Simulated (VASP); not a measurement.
# I (I4/mmm) in VASP: a series of runs

The runs below take I through single point, with r2SCAN, PBE.

All numbers are computed with VASP 6.6.1; they aren't measurements. Logs are shortened: lines on timing, memory, paths and dates and some standing lists are left out, and cuts for length are marked.

## 1. The cell of the first run

Symmetry: I4/mmm, No. 139, tetragonal system. The conventional cell has a = 3.235 Å, b = 3.235 Å, c = 8.530 Å, α = 90.00°, β = 90.00°, γ = 90.00°. I (site symmetry 4/mmm) has 4 I at 3.23 Å within 4.3 Å.

## 2. Single point, r2SCAN

The input, POSCAR:

```
I
1.0
   -1.6174560000      1.6174560000      4.2648080000
    1.6174560000     -1.6174560000      4.2648080000
    1.6174560000      1.6174560000     -4.2648080000
I
1
Direct
    0.0000000000      0.0000000000      0.0000000000
```

The input, INCAR.step1:

```
SYSTEM = I
  PREC = Accurate
  ENCUT = 520
  ISMEAR = 1
  SIGMA = 0.1
  LREAL = .False.
  LASPH = .True.
  NELM = 100
  NBANDS = 10
  GGA = PE
  ALGO = Normal
  EDIFF = 1E-4
  LWAVE = .True.
  LCHARG = .False.
```

The input, INCAR.step2:

```
SYSTEM = I
  PREC = Accurate
  ENCUT = 520
  EDIFF = 1E-7
  ISMEAR = 1
  SIGMA = 0.1
  LREAL = .False.
  LASPH = .True.
  NELM = 100
  ALGO = Normal
  ISIF = 2
  LWAVE = .False.
  LCHARG = .False.
  METAGGA = R2SCAN
  LMIXTAU = .True.
  NBANDS = 10
  ISTART = 1
```

The input, KPOINTS:

```
Automatic mesh
0
Gamma
  19 19 19
  0 0 0
```

Potentials or basis: VASP PAW PBE potentials, release 64 (I).

Launch:

```bash
$ cat potpaw_PBE.64/I/POTCAR > POTCAR
$ cp INCAR.step1 INCAR
$ mpirun -np 1 vasp_std > vasp.out
$ cp INCAR.step2 INCAR
$ mpirun -np 1 vasp_std > vasp.out
```

OUTCAR:

```text
SYSTEM = I
   PREC = Accurate
   ENCUT = 520
   EDIFF = 1E-7
   ISMEAR = 1
   LREAL = .False.
   LASPH = .True.
   NELM = 100
   ISIF = 2
   METAGGA = R2SCAN
   ISTART = 1

 ion  position               nearest neighbor table
   1  0.000  0.000  0.000-

  LATTYP: Found a body centered tetragonal cell.
 ALAT       =     3.2349120000
 C/A-ratio  =     2.6367381864

  Lattice vectors:

 A1 = (  -1.6174560000,   1.6174560000,   4.2648080000)
 A2 = (   1.6174560000,  -1.6174560000,   4.2648080000)
 A3 = (   1.6174560000,   1.6174560000,  -4.2648080000)

Analysis of symmetry for initial positions (statically):
=====================================================================
 Subroutine PRICEL returns:
 Original cell was already a primitive cell.

 Routine SETGRP: Setting up the symmetry group for a
 body centered tetragonal supercell.

 Subroutine GETGRP returns: Found 16 space group operations
 (whereof 16 operations were pure point group operations)
 out of a pool of 16 trial point group operations.

The static configuration has the point symmetry D_4h.

Analysis of symmetry for dynamics (positions and initial velocities):
=====================================================================
 Subroutine PRICEL returns:
 Original cell was already a primitive cell.

 Routine SETGRP: Setting up the symmetry group for a
 body centered tetragonal supercell.

 Subroutine GETGRP returns: Found 16 space group operations
 (whereof 16 operations were pure point group operations)
 out of a pool of 16 trial point group operations.

The dynamic configuration has the point symmetry D_4h.

 Subroutine INISYM returns: Found 16 space group operations
 (whereof 16 operations are pure point group operations),
 and found     1 'primitive' translations

----------------------------------------------------------------------------------------

                                     Primitive cell

  volume of cell :      44.6297

  direct lattice vectors                    reciprocal lattice vectors
    -1.617456000  1.617456000  4.264808000     0.000000000  0.309127420  0.117238572
     1.617456000 -1.617456000  4.264808000     0.309127420  0.000000000  0.117238572
     1.617456000  1.617456000 -4.264808000     0.309127420  0.309127420  0.000000000

  length of vectors
     4.839515999  4.839515999  4.839515999     0.330612529  0.330612529  0.437172190

  position of ions in fractional coordinates (direct lattice)
     0.000000000  0.000000000  0.000000000

  ion indices of the primitive-cell ions
   primitive index   ion index
                 1           1

----------------------------------------------------------------------------------------

 KPOINTS: Automatic mesh

Automatic generation of k-mesh.
 Grid dimensions read from file:
 generate k-points for:   19   19   19

 Generating k-lattice:

  Cartesian coordinates                     Fractional coordinates (reciprocal lattice)
     0.000000000  0.016269864  0.006170451     0.052631579  0.000000000  0.000000000
     0.016269864  0.000000000  0.006170451     0.000000000  0.052631579  0.000000000
     0.016269864  0.016269864  0.000000000     0.000000000  0.000000000  0.052631579

  Length of vectors
     0.017400659  0.017400659  0.023009063

  Shift w.r.t. Gamma in fractional coordinates (k-lattice)
     0.000000000  0.000000000  0.000000000

 Subroutine IBZKPT returns following result:
 ===========================================

 Found    550 irreducible k-points:

 Following reciprocal coordinates:
            Coordinates               Weight
  0.000000  0.000000  0.000000      1.000000
  0.052632  0.000000 -0.000000      8.000000
  0.105263  0.000000 -0.000000      8.000000
  0.157895  0.000000  0.000000      8.000000
  0.210526  0.000000  0.000000      8.000000
  0.263158  0.000000 -0.000000      8.000000
[... 16 lines left out ...]
 -0.315789  0.052632  0.000000     16.000000
 -0.263158  0.052632  0.000000     16.000000
 [... further k-points ...]
   k-points           NKPTS =    550   k-points in BZ     NKDIM =    550   number of bands    NBANDS=     10
   number of dos      NEDOS =    301   number of ions     NIONS =      1
   total plane-waves  NPLWV =  46656
   dimension x,y,z NGX =    36 NGY =   36 NGZ =   36
   dimension x,y,z NGXF=    72 NGYF=   72 NGZF=   72
   ions per type =               1
   NGX,Y,Z   is equivalent  to a cutoff of  12.37, 12.37, 12.37 a.u.
   NGXF,Y,Z  is equivalent  to a cutoff of  24.73, 24.73, 24.73 a.u.
 SYSTEM =  I
   PREC   = accura    normal or accurate (medium, high low for compatibility)
   ISTART =      1    job   : 0-new  1-cont  2-samecut
   ICHARG =      0    charge: 1-file 2-atom 10-const
   ISPIN  =      1    spin polarized calculation?
   LNONCOLLINEAR =      F non collinear calculations
   LSORBIT =      F    spin-orbit coupling
   LASPH  =      T    aspherical Exc in radial PAW
   ENCUT  =  520.0 eV  38.22 Ry    6.18 a.u.   9.00  9.00  9.00*2*pi/ulx,y,z
   NELM   =    100;   NELMIN=  2; NELMDL=  0     # of ELM steps
   EDIFF  = 0.1E-06   stopping-criterion for ELM
   LREAL  =      F    real-space projection
   EDIFFG = 0.1E-05   stopping-criterion for IOM
   NSW    =      0    number of steps for IOM
   IBRION =     -1    ionic relax: 0-MD 1-quasi-New 2-CG
   NFREE  =      0    steps in history (QN), initial steepest desc. (CG)
   ISIF   =      2    stress and relaxation
   ISYM   =      2    0-nonsym 1-usesym 2-fastsym
   POTIM  = 0.5000    time-step for ionic-motion
   TEBEG  =    0.0;   TEEND  =   0.0 temperature during run
   PSTRESS=    0.0 pullay stress
   NELECT =       7.0000    total number of electrons
   NUPDOWN=      -1.0000    fix difference up-down
   EMIN   =  10.00;   EMAX   =-10.00  energy-range for DOS
   EFERMI =   0.00;   METHOD = LEGACY
   ISMEAR =     1;   SIGMA  =   0.10  broadening in eV -4-tet -1-fermi 0-gaus
   EFERMI_NEDOS =   21; number of points for ismear=-14 and -15
   IALGO  =     38    algorithm
   IMIX   =      4    mixing-type and parameters
     AMIX     =   0.40;   BMIX     =  1.00
     AMIX_MAG =   1.60;   BMIX_MAG =  1.00
  volume/ion in A,a.u.               =      44.63       301.18
  Fermi-wavevector in a.u.,A,eV,Ry     =   0.882875  1.668392 10.605317  0.779469
  Thomas-Fermi vector in A             =   2.003566
   LORBIT       =      0    0 simple, 1 ext, 2 COOP (PROOUT), +10 PAW based schemes
   METAGGA = R2SCAN    functional components
   LHFCALC =     F    Hartree Fock is set to
   AEXX    =    0.0000 exact exchange contribution
   IVDW    =     0    specifies the selected vdW correction
   LEPSILON=     F    determine dielectric tensor
   LRPA    =     F    only Hartree local field effects (RPA)
 non-spin polarized calculation
 Methfessel and Paxton  Order N= 1 SIGMA  =   0.10
  energy-cutoff  :      520.00
  volume of cell :       44.63
 maximum number of plane-waves:      1230
   NGX = 17   NGY = 17   NGZ = 17

 number of electron       6.9999999 magnetization

 Free energy of the ion-electron system (eV)
  ---------------------------------------------------
  ext. energy  EPLUGINS =         0.00000000
  ---------------------------------------------------
  free energy    TOTEN  =       -24.40122019 eV

  energy without entropy =      -24.40079344  energy(sigma->0) =      -24.40107794

 E-fermi :   2.4066     XC(G=0):  -8.1732

 val. band max:        2.4063982757   @ k =  -0.4211   0.1579   0.0000
 cond. band min:       2.4085705473   @ k =  -0.4737   0.4737   0.3684
 fundamental gap:      0.0021722717
 Fermi energy:         2.4065845305

 k-point     1 :       0.0000    0.0000    0.0000
  band No.  band energies     occupation
      1     -11.8493      2.00000
      2      -0.0289      2.00000
      3       3.3187     -0.00000
      4       3.3187     -0.00000
      5       7.0337      0.00000
      6      10.2016      0.00000
      7      11.1279      0.00000
      8      15.5800      0.00000
      9      15.5800      0.00000
     10      15.6653      0.00000

 k-point     2 :       0.0526    0.0000   -0.0000
  band No.  band energies     occupation
      1     -11.8194      2.00000
      2      -0.0178      2.00000
      3       3.0288     -0.00000
      4       3.3411     -0.00000
      5       7.1081      0.00000
      6      10.3748      0.00000
      7      11.3341      0.00000
      8      14.4425      0.00000
      9      15.6222      0.00000
     10      16.2085      0.00000

 k-point     3 :       0.1053    0.0000   -0.0000
  band No.  band energies     occupation
      1     -11.7307      2.00000
      2       0.0150      2.00000
      3       2.3008      2.06021
      4       3.4069     -0.00000
      5       7.3151      0.00000
      6      10.6380      0.00000
      7      12.0723      0.00000
      8      13.2517      0.00000
      9      15.7478      0.00000
     10      16.4254      0.00000

 k-point     4 :       0.1579    0.0000    0.0000
  band No.  band energies     occupation
      1     -11.5874      2.00000
      2       0.0674      2.00000
      3       1.3711      2.00000
      4       3.5113     -0.00000
      5       7.6287      0.00000
      6      10.8484      0.00000
      7      12.1363      0.00000
      8      13.2947      0.00000
      9      15.9531      0.00000
     10      16.6799      0.00000

 k-point     5 :       0.2105    0.0000    0.0000
  band No.  band energies     occupation
      1     -11.3969      2.00000
      2       0.1100      2.00000
      3       0.4233      2.00000
      4       3.6465     -0.00000
      5       8.0108      0.00000
      6      11.0472      0.00000
      7      11.2487      0.00000
      8      14.6767      0.00000
      9      16.2260      0.00000
     10      17.0049      0.00000

 k-point     6 :       0.2632    0.0000   -0.0000
  band No.  band energies     occupation
      1     -11.1713      2.00000
      2      -0.5755      2.00000
      3       0.2602      2.00000
      4       3.8009     -0.00000
      5       8.3528      0.00000
      6      10.5907      0.00000
      7      11.3318      0.00000
      8      15.9977      0.00000
      9      16.4245      0.00000
     10      16.8315      0.00000
[... 183 lines left out ...]
 k-point    21 :      -0.4211    0.0526   -0.0000
  band No.  band energies     occupation
      1     -10.4841      2.00000
      2      -2.5742      2.00000
      3       0.5888      2.00000
      4       3.9567     -0.00000
      5       7.9151      0.00000
      6      11.3933      0.00000
      7      12.5061      0.00000
      8      14.0463      0.00000
      9      15.7485      0.00000
     10      16.8565      0.00000

 k-point    22 :      -0.3684    0.0526    0.0000
  band No.  band energies     occupation
      1     -10.6733      2.00000
      2      -2.0705      2.00000
      3       0.5299      2.00000
      4       3.8428     -0.00000
      5       8.1977      0.00000
      6      10.6491      0.00000
      7      12.2365      0.00000
      8      14.4687      0.00000
      9      16.3158      0.00000
     10      17.0260      0.00000

 k-point    23 :      -0.3158    0.0526    0.0000
  band No.  band energies     occupation
      1     -10.9060      2.00000
      2      -1.3748      2.00000
      3       0.4449      2.00000
      4       3.6939     -0.00000
      5       8.4195      0.00000
      6      10.2326      0.00000
      7      11.9496      0.00000
      8      15.0117      0.00000
      9      15.9692      0.00000
     10      17.3384      0.00000

 k-point    24 :      -0.2632    0.0526    0.0000
  band No.  band energies     occupation
      1     -11.1480      2.00000
      2      -0.5364      2.00000
      3       0.3505      2.00000
      4       3.5303     -0.00000
      5       8.2855      0.00000
      6      10.4444      0.00000
      7      11.6761      0.00000
      8      15.3774      0.00000
      9      15.6381      0.00000
     10      16.6898      0.00000

 [... further k-points ...]
[... 5 lines left out ...]
  --------------------------------------------------------------------------------------
  -------------------------------------------------------------------------------------
  Total       -0.0813944     -0.0813944     -0.1595424      0.0000000      0.0000000      0.0000000
  in kB       -2.9220041     -2.9220041     -5.7274621      0.0000000      0.0000000      0.0000000
  external PRESSURE =      -3.8571567 kB  Pullay stress =       0.0000000 kB

 VOLUME and BASIS-vectors are now :
 -----------------------------------------------------------------------------
  energy-cutoff  :      520.00
  volume of cell :       44.63
      direct lattice vectors                 reciprocal lattice vectors
    -1.617456000  1.617456000  4.264808000     0.000000000  0.309127420  0.117238572
     1.617456000 -1.617456000  4.264808000     0.309127420  0.000000000  0.117238572
     1.617456000  1.617456000 -4.264808000     0.309127420  0.309127420  0.000000000

 POSITION                                       TOTAL-FORCE (eV/Angst)
 -----------------------------------------------------------------------------------
      0.00000      0.00000      0.00000        -0.000000     -0.000000      0.000000
 -----------------------------------------------------------------------------------
    total drift:                               -0.000000      0.000000      0.000000

  FREE ENERGIE OF THE ION-ELECTRON SYSTEM (eV)
  ---------------------------------------------------
  free  energy   TOTEN  =       -24.4012201879 eV

  energy  without entropy=      -24.4007934369  energy(sigma->0) =      -24.40107794
```

Wall time 9.2 min (1 thread of Intel Xeon 6975P-C (Granite Rapids), shared host); peak memory 0.38 GiB.

Results:

| Property | Result |
| --- | --- |
| Free energy | -24.4012 eV |
| Pressure | -0.4 GPa |

Levels at points of the mesh, in eV from the Fermi level:
| k point | band 1 | band 2 | band 3 | band 4 | band 5 | band 6 | band 7 | band 8 |
| --- | --- | --- | --- | --- | --- | --- | --- | --- |
| (0.00, 0.00, 0.00) | -14.26 | -2.44 | 0.91 | 0.91 | 4.63 | 7.80 | 8.72 | 13.17 |

Caveat: the PAW data sets were made with another functional, which shifts forces and pressure a little; spin-orbit coupling is left out, which moves the levels of the heavy elements; an odd number of electrons without spin polarisation forces a metal; a magnetic or distorted state may lie lower.

## 3. Single point, PBE

The input, INCAR:

```
PREC = Accurate
ENCUT = 500
EDIFF = 1E-6
ISMEAR = -1
SIGMA = 0.02
LREAL = False
LASPH = True
NELM = 120
ALGO = Normal
ISIF = 2
LWAVE = False
LCHARG = True
GGA = PE
LELF = True
LVHAR = True
NBANDS = 10
GGA_COMPAT = False
```

The input, KPOINTS:

```
Automatic mesh
0
Gamma
  4 4 4
```

POSCAR is that of step 2.

Potentials or basis: VASP PAW PBE potentials, release 64 (I).

Launch:

```bash
$ cat potpaw_PBE.64/I/POTCAR > POTCAR
$ mpirun -np 1 vasp_std > vasp.out
```

Wall time 14 s (1 thread of Intel Xeon Platinum 8488C (Sapphire Rapids), shared host); peak memory 0.19 GiB.

The run converged. Its results:

```yaml
Free_energy: -1.7498 eV
Pressure: -1.5 GPa
```

Stress tensor (GPa, compression positive):
```
-2.27  0.00  0.00
 0.00 -2.27  0.00
 0.00  0.00  0.18
```

Levels at points of the mesh, in eV from the Fermi level:
| k point | band 1 | band 2 | band 3 | band 4 | band 5 | band 6 |
| --- | --- | --- | --- | --- | --- | --- |
| (0.00, 0.00, 0.00) | -13.64 | -2.20 | 0.93 | 0.93 | 4.33 | 7.44 |
| (0.50, 0.00, 0.00) | -12.29 | -4.99 | -1.62 | 1.85 | 5.00 | 9.45 |
| (0.50, 0.50, 0.00) | -10.98 | -3.86 | -3.70 | -0.47 | 4.12 | 6.61 |
| (0.50, 0.50, 0.50) | -13.52 | -3.58 | 0.83 | 0.83 | 7.14 | 7.54 |

Caveat: the k points lie up to 0.69 Å⁻¹ apart; spin-orbit coupling is left out, which moves the levels of the heavy elements; an odd number of electrons without spin polarisation forces a metal; a magnetic or distorted state may lie lower.
